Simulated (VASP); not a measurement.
# AlAs (F-43m) in VASP: a series of runs

AlAs is run at these levels: r2SCAN; tasks: single point, relaxation of cell and atoms.

All numbers are computed with VASP 6.6.1; they aren't measurements. Logs are shortened: lines on timing, memory, paths and dates and some standing lists are left out, and cuts for length are marked.

### 1 The cell of the first run

The structure is cubic, space group F-43m (No. 216). The conventional cell has a = 5.678 Å, b = 5.678 Å, c = 5.678 Å, α = 90.00°, β = 90.00°, γ = 90.00°. Al (site symmetry -43m) has 4 As at 2.46 Å within 3.2 Å. Within 3.2 Å of As (site symmetry -43m) lie 4 Al at 2.46 Å.

### 2 Single point, r2SCAN

File POSCAR:

```
AlAs
1.0
    0.0000000000      2.8389398340      2.8389398340
    2.8389398340      0.0000000000      2.8389398340
    2.8389398340      2.8389398340      0.0000000000
Al As
1 1
Direct
    0.0000000000      0.0000000000      0.0000000000
    0.2500000000      0.2500000000      0.2500000000
```

File INCAR.step1:

```
PREC = Accurate ; ENCUT = 550
ISMEAR = -1 ; SIGMA = 0.1
LREAL = F ; LASPH = T
NELM = 120 ; NBANDS = 11
GGA = PE ; ALGO = Normal
EDIFF = 1E-5 ; LWAVE = T
LCHARG = F ; GGA_COMPAT = F
```

File INCAR.step2:

```
PREC = Accurate ; ENCUT = 550
EDIFF = 1E-6 ; ISMEAR = -1
SIGMA = 0.1 ; LREAL = F
LASPH = T ; NELM = 120
ALGO = Normal ; ISIF = 2
LWAVE = F ; LCHARG = T
METAGGA = R2SCAN ; LMIXTAU = T
LELF = T ; LVHAR = T
NBANDS = 11 ; ISTART = 1
GGA_COMPAT = F
```

File KPOINTS:

```
regular mesh
0
Gamma
  8 8 8
```

Potentials or basis: VASP PAW PBE potentials, release 64 (Al, As).

Run with:

```bash
cat potpaw_PBE.64/Al/POTCAR potpaw_PBE.64/As/POTCAR > POTCAR
cp INCAR.step1 INCAR
mpirun -np 1 vasp_std > vasp.out
cp INCAR.step2 INCAR
mpirun -np 1 vasp_std > vasp.out
```

OUTCAR:

```text
PREC = Accurate
   ENCUT = 550
   EDIFF = 1E-6
   ISMEAR = -1
   LREAL = F
   LASPH = T
   NELM = 120
   ISIF = 2
   METAGGA = R2SCAN
   ISTART = 1

 ion  position               nearest neighbor table
   1  0.000  0.000  0.000-   2 2.46   2 2.46   2 2.46   2 2.46
   2  0.250  0.250  0.250-   1 2.46   1 2.46   1 2.46   1 2.46

  LATTYP: Found a face centered cubic cell.
 ALAT       =     5.6778796680

  Lattice vectors:

 A1 = (   0.0000000000,   2.8389398340,   2.8389398340)
 A2 = (   2.8389398340,   0.0000000000,   2.8389398340)
 A3 = (   2.8389398340,   2.8389398340,   0.0000000000)

Analysis of symmetry for initial positions (statically):
=====================================================================
 Subroutine PRICEL returns:
 Original cell was already a primitive cell.

 Routine SETGRP: Setting up the symmetry group for a
 face centered cubic supercell.

 Subroutine GETGRP returns: Found 24 space group operations
 (whereof 24 operations were pure point group operations)
 out of a pool of 48 trial point group operations.

The static configuration has the point symmetry T_d .

Analysis of symmetry for dynamics (positions and initial velocities):
=====================================================================
 Subroutine PRICEL returns:
 Original cell was already a primitive cell.

 Routine SETGRP: Setting up the symmetry group for a
 face centered cubic supercell.

 Subroutine GETGRP returns: Found 24 space group operations
 (whereof 24 operations were pure point group operations)
 out of a pool of 48 trial point group operations.

The dynamic configuration has the point symmetry T_d .

 Subroutine INISYM returns: Found 24 space group operations
 (whereof 24 operations are pure point group operations),
 and found     1 'primitive' translations

----------------------------------------------------------------------------------------

                                     Primitive cell

  volume of cell :      45.7613

  direct lattice vectors                    reciprocal lattice vectors
     0.000000000  2.838939834  2.838939834    -0.176122084  0.176122084  0.176122084
     2.838939834  0.000000000  2.838939834     0.176122084 -0.176122084  0.176122084
     2.838939834  2.838939834  0.000000000     0.176122084  0.176122084 -0.176122084

  length of vectors
     4.014867216  4.014867216  4.014867216     0.305052398  0.305052398  0.305052398

  position of ions in fractional coordinates (direct lattice)
     0.000000000  0.000000000  0.000000000
     0.250000000  0.250000000  0.250000000

  ion indices of the primitive-cell ions
   primitive index   ion index
                 1           1
                 2           2

----------------------------------------------------------------------------------------

 KPOINTS: regular mesh

Automatic generation of k-mesh.
 Grid dimensions read from file:
 generate k-points for:    8    8    8

 Generating k-lattice:

  Cartesian coordinates                     Fractional coordinates (reciprocal lattice)
    -0.022015261  0.022015261  0.022015261     0.125000000  0.000000000  0.000000000
     0.022015261 -0.022015261  0.022015261     0.000000000  0.125000000  0.000000000
     0.022015261  0.022015261 -0.022015261     0.000000000  0.000000000  0.125000000

  Length of vectors
     0.038131550  0.038131550  0.038131550

  Shift w.r.t. Gamma in fractional coordinates (k-lattice)
     0.000000000  0.000000000  0.000000000

 Subroutine IBZKPT returns following result:
 ===========================================

 Found     29 irreducible k-points:

 Following reciprocal coordinates:
            Coordinates               Weight
  0.000000  0.000000  0.000000      1.000000
  0.125000  0.000000  0.000000      8.000000
  0.250000  0.000000  0.000000      8.000000
  0.375000  0.000000  0.000000      8.000000
  0.500000  0.000000  0.000000      4.000000
  0.125000  0.125000  0.000000      6.000000
[... 16 lines left out ...]
  0.500000  0.250000  0.125000     48.000000
 -0.375000  0.250000  0.125000     24.000000
 [... further k-points ...]
   k-points           NKPTS =     29   k-points in BZ     NKDIM =     29   number of bands    NBANDS=     11
   number of dos      NEDOS =    301   number of ions     NIONS =      2
   total plane-waves  NPLWV =  32768
   dimension x,y,z NGX =    32 NGY =   32 NGZ =   32
   dimension x,y,z NGXF=    64 NGYF=   64 NGZF=   64
   ions per type =               1   1
   NGX,Y,Z   is equivalent  to a cutoff of  13.25, 13.25, 13.25 a.u.
   NGXF,Y,Z  is equivalent  to a cutoff of  26.50, 26.50, 26.50 a.u.
 SYSTEM =  unknown system
   PREC   = accura    normal or accurate (medium, high low for compatibility)
   ISTART =      1    job   : 0-new  1-cont  2-samecut
   ICHARG =      0    charge: 1-file 2-atom 10-const
   ISPIN  =      1    spin polarized calculation?
   LNONCOLLINEAR =      F non collinear calculations
   LSORBIT =      F    spin-orbit coupling
   LASPH  =      T    aspherical Exc in radial PAW
   ENCUT  =  550.0 eV  40.42 Ry    6.36 a.u.   7.68  7.68  7.68*2*pi/ulx,y,z
   NELM   =    120;   NELMIN=  2; NELMDL=  0     # of ELM steps
   EDIFF  = 0.1E-05   stopping-criterion for ELM
   LREAL  =      F    real-space projection
   EDIFFG = 0.1E-04   stopping-criterion for IOM
   NSW    =      0    number of steps for IOM
   IBRION =     -1    ionic relax: 0-MD 1-quasi-New 2-CG
   NFREE  =      0    steps in history (QN), initial steepest desc. (CG)
   ISIF   =      2    stress and relaxation
   ISYM   =      2    0-nonsym 1-usesym 2-fastsym
   POTIM  = 0.5000    time-step for ionic-motion
   TEBEG  =    0.0;   TEEND  =   0.0 temperature during run
   PSTRESS=    0.0 pullay stress
   NELECT =       8.0000    total number of electrons
   NUPDOWN=      -1.0000    fix difference up-down
   EMIN   =  10.00;   EMAX   =-10.00  energy-range for DOS
   EFERMI =   0.00;   METHOD = LEGACY
   ISMEAR =    -1;   SIGMA  =   0.10  broadening in eV -4-tet -1-fermi 0-gaus
   EFERMI_NEDOS =   21; number of points for ismear=-14 and -15
   IALGO  =     38    algorithm
   IMIX   =      4    mixing-type and parameters
     AMIX     =   0.40;   BMIX     =  1.00
     AMIX_MAG =   1.60;   BMIX_MAG =  1.00
  volume/ion in A,a.u.               =      22.88       154.41
  Fermi-wavevector in a.u.,A,eV,Ry     =   0.915388  1.729833 11.400805  0.837936
  Thomas-Fermi vector in A             =   2.040124
   LORBIT       =      0    0 simple, 1 ext, 2 COOP (PROOUT), +10 PAW based schemes
   METAGGA = R2SCAN    functional components
   LHFCALC =     F    Hartree Fock is set to
   AEXX    =    0.0000 exact exchange contribution
   IVDW    =     0    specifies the selected vdW correction
   LEPSILON=     F    determine dielectric tensor
   LRPA    =     F    only Hartree local field effects (RPA)
 non-spin polarized calculation
  energy-cutoff  :      550.00
  volume of cell :       45.76
 maximum number of plane-waves:      1363
   NGX = 15   NGY = 15   NGZ = 15

 number of electron       8.0000001 magnetization

 Free energy of the ion-electron system (eV)
  ---------------------------------------------------
  ext. energy  EPLUGINS =         0.00000000
  ---------------------------------------------------
  free energy    TOTEN  =       -22.69543841 eV

  energy without entropy =      -22.69543276  energy(sigma->0) =      -22.69543559

 E-fermi :   4.5377     XC(G=0):  -9.4133

 val. band max:        3.5887652697   @ k =   0.0000   0.0000   0.0000
 cond. band min:       5.3943481714   @ k =   0.5000   0.5000   0.0000
 fundamental gap:      1.8055829017
 Fermi energy:         4.5377285462

 k-point     1 :       0.0000    0.0000    0.0000
  band No.  band energies     occupation
      1      -8.6791      2.00000
      2       3.5888      1.99985
      3       3.5888      1.99985
      4       3.5888      1.99985
      5       6.2187      0.00000
      6       8.2826      0.00000
      7       8.2826      0.00000
      8       8.2826      0.00000
      9      13.0920      0.00000
     10      13.0920      0.00000
     11      13.2794      0.00000

 k-point     2 :       0.1250    0.0000    0.0000
  band No.  band energies     occupation
      1      -8.5207      2.00000
      2       2.2028      2.00000
      3       3.4262      1.99997
      4       3.4262      1.99997
      5       6.8980      0.00000
      6       8.5739      0.00000
      7       8.5739      0.00000
      8       8.7371      0.00000
      9      12.5087      0.00000
     10      12.5087      0.00000
     11      13.9937      0.00000

 k-point     3 :       0.2500    0.0000    0.0000
  band No.  band energies     occupation
      1      -8.0816      2.00000
      2       0.1923      2.00000
      3       3.1017      2.00000
      4       3.1017      2.00000
      5       6.6869      0.00000
      6       8.9276      0.00000
      7       8.9276      0.00000
      8      10.6010      0.00000
      9      12.4267      0.00000
     10      12.4267      0.00000
     11      13.7313      0.00000

 k-point     4 :       0.3750    0.0000    0.0000
  band No.  band energies     occupation
      1      -7.5154      2.00000
      2      -1.4099      2.00000
      3       2.8400      2.00000
      4       2.8400      2.00000
      5       6.3343      0.00000
      6       8.8072      0.00000
      7       8.8072      0.00000
      8      11.9198      0.00000
      9      13.7988      0.00000
     10      13.7988      0.00000
     11      14.0888      0.00000

 k-point     5 :       0.5000    0.0000    0.0000
  band No.  band energies     occupation
      1      -7.2141      2.00000
      2      -2.0670      2.00000
      3       2.7443      2.00000
      4       2.7443      2.00000
      5       6.2021      0.00000
      6       8.6858      0.00000
      7       8.6858      0.00000
      8      11.9686      0.00000
      9      15.5820      0.00000
     10      15.9089      0.00000
     11      15.9089      0.00000
[... 211 lines left out ...]
 k-point    21 :       0.5000    0.5000    0.0000
  band No.  band energies     occupation
      1      -6.6447      2.00000
      2      -1.9201      2.00000
      3       1.3672      2.00000
      4       1.3672      2.00000
      5       5.3943      0.00038
      6       6.2722      0.00000
      7      14.6993      0.00000
      8      14.6993      0.00000
      9      16.1916      0.00000
     10      16.7864      0.00000
     11      16.7864      0.00000

 k-point    22 :       0.3750    0.2500    0.1250
  band No.  band energies     occupation
      1      -7.7143      2.00000
      2      -0.1918      2.00000
      3       1.6196      2.00000
      4       2.6034      2.00000
      5       7.5931      0.00000
      6       8.3549      0.00000
      7       9.3470      0.00000
      8      10.6242      0.00000
      9      12.3374      0.00000
     10      14.7151      0.00000
     11      16.4317      0.00000

 k-point    23 :       0.5000    0.2500    0.1250
  band No.  band energies     occupation
      1      -7.2049      2.00000
      2      -1.2455      2.00000
      3       1.0298      2.00000
      4       2.2143      2.00000
      5       7.6910      0.00000
      6       8.5113      0.00000
      7       9.8676      0.00000
      8      10.9745      0.00000
      9      13.5611      0.00000
     10      14.8725      0.00000
     11      16.5432      0.00000

 k-point    24 :      -0.3750    0.2500    0.1250
  band No.  band energies     occupation
      1      -6.9426      2.00000
      2      -1.7439      2.00000
      3       0.8795      2.00000
      4       2.0260      2.00000
      5       7.6822      0.00000
      6       8.2818      0.00000
      7      10.7813      0.00000
      8      11.7703      0.00000
      9      12.5825      0.00000
     10      15.3256      0.00000
     11      16.6908      0.00000

 [... further k-points ...]
[... 5 lines left out ...]
  --------------------------------------------------------------------------------------
  -------------------------------------------------------------------------------------
  Total       -0.0116173     -0.0116173     -0.0116173      0.0000000      0.0000000     -0.0000000
  in kB       -0.4067402     -0.4067402     -0.4067402      0.0000000      0.0000000     -0.0000000
  external PRESSURE =      -0.4067402 kB  Pullay stress =       0.0000000 kB

 VOLUME and BASIS-vectors are now :
 -----------------------------------------------------------------------------
  energy-cutoff  :      550.00
  volume of cell :       45.76
      direct lattice vectors                 reciprocal lattice vectors
     0.000000000  2.838939834  2.838939834    -0.176122084  0.176122084  0.176122084
     2.838939834  0.000000000  2.838939834     0.176122084 -0.176122084  0.176122084
     2.838939834  2.838939834  0.000000000     0.176122084  0.176122084 -0.176122084

 POSITION                                       TOTAL-FORCE (eV/Angst)
 -----------------------------------------------------------------------------------
      0.00000      0.00000      0.00000         0.000000      0.000000     -0.000000
      1.41947      1.41947      1.41947        -0.000000     -0.000000      0.000000
 -----------------------------------------------------------------------------------
    total drift:                                0.000000      0.000000      0.000000

  FREE ENERGIE OF THE ION-ELECTRON SYSTEM (eV)
  ---------------------------------------------------
  free  energy   TOTEN  =       -22.6954384084 eV

  energy  without entropy=      -22.6954327630  energy(sigma->0) =      -22.69543559
```

It took 46 s on 1 thread of Intel Xeon Platinum 8375C at 2.90GHz (Ice Lake), shared host; peak memory 0.19 GiB.

Results:

```yaml
Free_energy: -22.6954 eV
Pressure: 0.0 GPa
Band_gap_on_the_k_mesh: 1.81 eV, indirect (least direct gap 2.63 eV)
```

Levels at points of the mesh, in eV from the valence-band top:
| k point | band 1 | band 2 | band 3 | band 4 | band 5 | band 6 | band 7 | band 8 | band 9 |
| --- | --- | --- | --- | --- | --- | --- | --- | --- | --- |
| (0.00, 0.00, 0.00) | -12.27 | 0.00 | 0.00 | 0.00 | 2.63 | 4.69 | 4.69 | 4.69 | 9.50 |
| (0.50, 0.00, 0.00) | -10.80 | -5.66 | -0.84 | -0.84 | 2.61 | 5.10 | 5.10 | 8.38 | 11.99 |
| (0.50, 0.50, 0.00) | -10.23 | -5.51 | -2.22 | -2.22 | 1.81 | 2.68 | 11.11 | 11.11 | 12.60 |

Caveat: the PAW data sets were made with another functional, which shifts forces and pressure a little.

(Part 1 of 2 ends here.)
